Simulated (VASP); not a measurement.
**ScAl3: single point with PBE**

ScAl3:

```
Sc Al
1.0
     4.10806    0.10670    0.10670
     0.10670    4.10806    0.10670
     0.10670    0.10670    4.10806
Sc Al
1 3
Direct
  0.00000 0.00000 0.00000
  0.50000 0.00000 0.50000
  0.00000 0.50000 0.50000
  0.50000 0.50000 0.00000
```

This cell differs from its parent crystal: ratio of the length along [111] to the lengths across it x 1.08, volume and fractional coordinates fixed.

```yaml
Program: VASP 6.6.1
Task: single point
Functional: PBE
Potentials_or_basis: VASP PAW PBE potentials, release 64 (Sc_sv, Al)
Cutoff: 520 eV
k_mesh: 14 × 14 × 14
Occupations: gaussian, width 0.15 eV
Spin: no spin polarisation
Dipole_correction: no
Further_INCAR_settings: ALGO = Fast; EDIFF = 1e-07; NBANDS = 18
```

| Property | Result |
| --- | --- |
| Pressure | 0.9 GPa |
| Band gap on the k mesh | zero (bands 10 and 11 overlap by 3.20 eV) |

Stress tensor (GPa, compression positive):
```
 0.90 -3.73 -3.73
-3.73  0.90 -3.73
-3.73 -3.73  0.90
```

Levels at points of the mesh, in eV from the Fermi level:
| k point | band 6 | band 7 | band 8 | band 9 | band 10 | band 11 | band 12 | band 13 | band 14 | band 15 |
| --- | --- | --- | --- | --- | --- | --- | --- | --- | --- | --- |
| (0.00, 0.00, 0.00) | -2.55 | -2.55 | -2.02 | -1.61 | -1.61 | 1.16 | 1.27 | 1.27 | 1.56 | 4.74 |
| (0.50, 0.00, 0.00) | -7.24 | -1.77 | -1.61 | -1.33 | 0.40 | 0.89 | 1.54 | 1.56 | 1.57 | 2.20 |
| (0.50, 0.50, 0.00) | -5.84 | -5.28 | -4.27 | -0.70 | -0.38 | 1.14 | 1.46 | 2.13 | 2.50 | 3.18 |
| (0.50, 0.50, 0.50) | -4.45 | -4.45 | -4.38 | -3.27 | -2.68 | -2.68 | 0.99 | 2.59 | 2.59 | 3.74 |

Wall time 6.3 min on 1 thread of Intel(R) Xeon(R) Platinum 8259CL CPU @ 2.50GHz (Skylake/Cascade Lake), with other jobs on the host, peak memory 0.44 GiB.
